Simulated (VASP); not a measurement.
# HC12 in VASP: further runs, part 3 of 3

VASP 6.6.1. The steps go on from the part before.

## (5) Single point, PBE

Contents of INCAR:

```
  ALGO = Normal
  DIPOL = 0.5 0.5 0.290
  EDIFF = 1E-7
  ENCUT = 520
  GGA = PE
  IDIPOL = 3
  ISIF = 2
  ISMEAR = 0
  LASPH = T
  LCHARG = F
  LDIPOL = T
  LREAL = Auto
  LWAVE = F
  NBANDS = 68
  NELM = 60
  PREC = Accurate
  SIGMA = 0.05
```

Contents of KPOINTS:

```
k-points
0
Gamma
  5 5 1
```

Contents of POSCAR:

```
HC12
1.0
    5.0509324483      0.0000000000      0.0000000000
    0.0000000000      5.0509324483      0.0000000000
    0.0000000000      0.0000000000     22.3754933530
C H
24 2
Direct
    0.0000000000      0.2500000000      0.1787670080
    0.0000000000      0.7500000000      0.1787670080
    0.5000000000      0.2500000000      0.1787670080
    0.5000000000      0.7500000000      0.1787670080
    0.0000000000      0.0000000000      0.2186716990
    0.0000000000      0.5000000000      0.2186716990
    0.5000000000      0.0000000000      0.2186716990
    0.5000000000      0.5000000000      0.2186716990
    0.2500000000      0.0000000000      0.2585763899
    0.2500000000      0.5000000000      0.2585763899
    0.7500000000      0.0000000000      0.2585763899
    0.7500000000      0.5000000000      0.2585763899
    0.2500000000      0.2500000000      0.2976014419
    0.2500000000      0.7500000000      0.2976014419
    0.7500000000      0.2500000000      0.2976014419
    0.7500000000      0.7500000000      0.2976014419
    0.0000000000      0.2500000000      0.3394883053
    0.0000000000      0.7500000000      0.3394883053
    0.5000000000      0.2500000000      0.3394883053
    0.5000000000      0.7500000000      0.3394883053
    0.0000000000      0.0000000000      0.3743154719
    0.0000000000      0.5000000000      0.3743154719
    0.5000000000      0.0000000000      0.3743154719
    0.5000000000      0.5000000000      0.3743154719
    0.8520075238      0.3750000000      0.4373308422
    1.1479924762      0.3750000000      0.4373308422
```

Potentials or basis: VASP PAW PBE potentials, release 64 (C, H).

Command:

```bash
$ cat potpaw_PBE.64/C/POTCAR potpaw_PBE.64/H/POTCAR > POTCAR
$ mpirun -np 1 vasp_std > vasp.out
```

OUTCAR:

```text
EDIFF = 1E-7
   ENCUT = 520
   GGA = PE
   ISIF = 2
   ISMEAR = 0
   LASPH = T
   LREAL = Auto
   NELM = 60
   PREC = Accurate

 ion  position               nearest neighbor table
   1  0.000  0.250  0.179-   5 1.55   6 1.55
   2  0.000  0.750  0.179-   5 1.55   6 1.55
   3  0.500  0.250  0.179-   7 1.55   8 1.55
   4  0.500  0.750  0.179-   7 1.55   8 1.55
   5  0.000  0.000  0.219-   9 1.55  11 1.55   1 1.55   2 1.55
   6  0.000  0.500  0.219-  10 1.55  12 1.55   1 1.55   2 1.55
   7  0.500  0.000  0.219-   9 1.55  11 1.55   3 1.55   4 1.55
   8  0.500  0.500  0.219-  10 1.55  12 1.55   3 1.55   4 1.55
   9  0.250  0.000  0.259-  13 1.54  14 1.54   5 1.55   7 1.55
  10  0.250  0.500  0.259-  13 1.54  14 1.54   6 1.55   8 1.55
[... 833 lines left out ...]

 VOLUME and BASIS-vectors are now :
 -----------------------------------------------------------------------------
  energy-cutoff  :      520.00
  volume of cell :      570.84
      direct lattice vectors                 reciprocal lattice vectors
     5.050932448  0.000000000  0.000000000     0.197983246  0.000000000  0.000000000
     0.000000000  5.050932448  0.000000000     0.000000000  0.197983246  0.000000000
     0.000000000  0.000000000 22.375493353     0.000000000  0.000000000  0.044691752

 POSITION                                       TOTAL-FORCE (eV/Angst)
 -----------------------------------------------------------------------------------
      0.00000      1.26273      4.00000         0.000000      0.026915      2.102967
      0.00000      3.78820      4.00000         0.000000     -0.030465      2.099634
      2.52547      1.26273      4.00000         0.000000      0.061194      2.114084
      2.52547      3.78820      4.00000         0.000000     -0.064329      2.081458
      0.00000      0.00000      4.89289         0.000000     -0.003563     -2.559572
      0.00000      2.52547      4.89289         0.000000      0.008445     -2.533148
[... 18 lines left out ...]
      4.30343      1.89410      9.78549         0.895774      1.247217     -2.173496
      0.74750      1.89410      9.78549        -0.895774      1.247217     -2.173496
 -----------------------------------------------------------------------------------
    total drift:                                0.000000      0.000061      0.044463

  FREE ENERGIE OF THE ION-ELECTRON SYSTEM (eV)
  ---------------------------------------------------
  free  energy   TOTEN  =      -197.1908439071 eV

  energy  without entropy=     -197.1806188358  energy(sigma->0) =     -197.18573137

 vacuum level on the upper side and lower side of the slab         2.802         5.085
```

OSZICAR:

```text
N       E                     dE             d eps       ncg     rms          rms(c)
DAV:   1     0.786395156830E+03    0.78640E+03   -0.41380E+04  1224   0.119E+03
DAV:   2    -0.915600692520E+02   -0.87796E+03   -0.83186E+03  1788   0.284E+02
DAV:   3    -0.200669266597E+03   -0.10911E+03   -0.10733E+03  1448   0.103E+02
DAV:   4    -0.204230360514E+03   -0.35611E+01   -0.35399E+01  1624   0.215E+01
[... 24 lines left out ...]
DAV:  29    -0.197190842536E+03   -0.16846E-05   -0.33651E-08   996   0.428E-04    0.745E-05
DAV:  30    -0.197190843423E+03   -0.88729E-06   -0.17958E-08  1012   0.292E-04    0.646E-05
DAV:  31    -0.197190843724E+03   -0.30069E-06   -0.66869E-09   904   0.173E-04    0.253E-05
DAV:  32    -0.197190843878E+03   -0.15396E-06   -0.28334E-09   896   0.119E-04    0.169E-05
DAV:  33    -0.197190843907E+03   -0.29610E-07   -0.32821E-10   896   0.668E-05
   1 F= -.19719084E+03 E0= -.19718573E+03  d E =-.102251E-01
```

It took 19 min on 1 thread of Intel Xeon Platinum 8259CL at 2.50GHz (Skylake/Cascade Lake), shared host; peak memory 0.66 GiB.

What came out:

| Property | Result |
| --- | --- |
| Free energy | -197.1908 eV |
| Largest force | 4.358 eV/Å |
| Band gap on the k mesh | zero (bands 49 and 50 overlap by 0.31 eV) |

Forces in eV/Å, atoms in the order of the input:
```
C    0.000  0.027  2.103
C    0.000 -0.030  2.100
C    0.000  0.061  2.114
C    0.000 -0.064  2.081
C    0.000 -0.004 -2.560
C    0.000  0.008 -2.533
C    0.000 -0.070 -2.399
C    0.000  0.038 -2.503
C    0.072  0.052  0.164
C    0.177 -0.033  0.215
C   -0.072  0.052  0.164
C   -0.177 -0.033  0.215
C   -0.148  0.105  0.076
C   -0.039 -0.291  0.165
C    0.148  0.105  0.076
C    0.039 -0.291  0.165
C    0.000 -0.523 -0.561
C    0.000  1.016  0.539
C    0.000 -0.070  0.002
C    0.000  0.135  0.123
C    0.000  0.596  0.762
C    0.000 -2.949  3.209
C    0.000  0.253  0.106
C    0.000 -0.586  0.523
H    0.896  1.247 -2.173
H   -0.896  1.247 -2.173
```

## (6) Single point, PBE

Contents of INCAR:

```
PREC     = Accurate       # precision mode
ENCUT    = 520            # plane-wave cutoff, eV
EDIFF    = 1E-6           # SCF threshold, eV
ISMEAR   = 0              # smearing method
SIGMA    = 0.05           # smearing width, eV
LREAL    = Auto         
LASPH    = True           # aspherical terms in the spheres
NELM     = 100            # most SCF steps
ALGO     = Normal         # electronic algorithm
ISIF     = 2              # what is computed and relaxed
LWAVE    = False          # write WAVECAR
LCHARG   = True           # write CHGCAR
LDIPOL   = True         
IDIPOL   = 3            
DIPOL    = 0.5 0.5 0.287
GGA      = PE             # functional
LELF     = True           # ELF
LVHAR    = True         
LVACPOTAV= True         
NBANDS   = 68             # bands
```

Contents of KPOINTS:

```
regular mesh
0
Gamma
  5 5 1
```

POSCAR, as its differences from that of step 5:

```diff
@@ -32,3 +32,3 @@
     0.5000000000      0.5000000000      0.3743154719
-    0.8520075238      0.3750000000      0.4373308422
-    1.1479924762      0.3750000000      0.4373308422
+    0.9356554451      0.3750000000      0.3944267603
+    1.0643445549      0.3750000000      0.3944267603
```

Potentials or basis: VASP PAW PBE potentials, release 64 (C, H).

Command:

```bash
$ cat potpaw_PBE.64/C/POTCAR potpaw_PBE.64/H/POTCAR > POTCAR
$ mpirun -np 1 vasp_std > vasp.out
```

Run time: 24 min. Hardware: 1 thread of Intel Xeon 8259CL, shared host; peak memory 0.67 GiB.

Results (log left out):

- Free energy: -190.8980 eV
- Largest force: 27.967 eV/Å
- Band gap on the k mesh: zero (bands 49 and 50 overlap by 0.19 eV)

Forces in eV/Å, atoms in the order of the input:
```
C     0.000   0.007   2.138
C     0.000  -0.021   2.109
C     0.000   0.064   2.221
C     0.000  -0.069   2.232
C     0.000   0.030  -2.511
C     0.000   0.013  -2.489
C     0.000  -0.058  -2.533
C     0.000  -0.013  -2.630
C     0.210  -0.003   0.115
C     0.114  -0.035   0.278
C    -0.210  -0.003   0.115
C    -0.114  -0.035   0.278
C    -0.277  -0.191  -0.254
C    -0.266  -0.193   0.150
C     0.277  -0.191  -0.254
C     0.266  -0.193   0.150
C     0.000  -3.031  -8.011
C     0.000   1.157   0.170
C     0.000   0.134   0.179
C     0.000  -0.032   0.088
C     0.000   0.242   0.860
C     0.000  20.928 -18.552
C     0.000   0.005   0.043
C     0.000  -0.224   0.015
H   -19.299  -9.144  13.048
H    19.299  -9.144  13.048
```

Levels at points of the mesh, in eV from the Fermi level:
| k point | band 45 | band 46 | band 47 | band 48 | band 49 | band 50 | band 51 | band 52 | band 53 | band 54 |
| --- | --- | --- | --- | --- | --- | --- | --- | --- | --- | --- |
| (0.00, 0.00, 0.00) | -1.22 | -1.16 | -0.75 | -0.23 | -0.21 | -0.18 | 0.16 | 0.67 | 1.93 | 3.20 |

## (7) Summary

```csv
cell,gap on the mesh (eV),largest force (eV/Å)
"as given, atomic positions A",none,4.53
"as given, atomic positions B",none,4.67
"as given, atomic positions C",none,6.13
"as given, atomic positions D",none,4.36
"as given, atomic positions E",none,27.97
```

Alike in all rows: task single point; level PBE; potentials or basis VASP PAW PBE potentials, release 64 (C, H); no spin polarisation; k mesh 5 × 5 × 1; cutoff (eV) 520; smearing gaussian 0.05 eV.

Absolute energies hang on the potentials; compare differences alone.
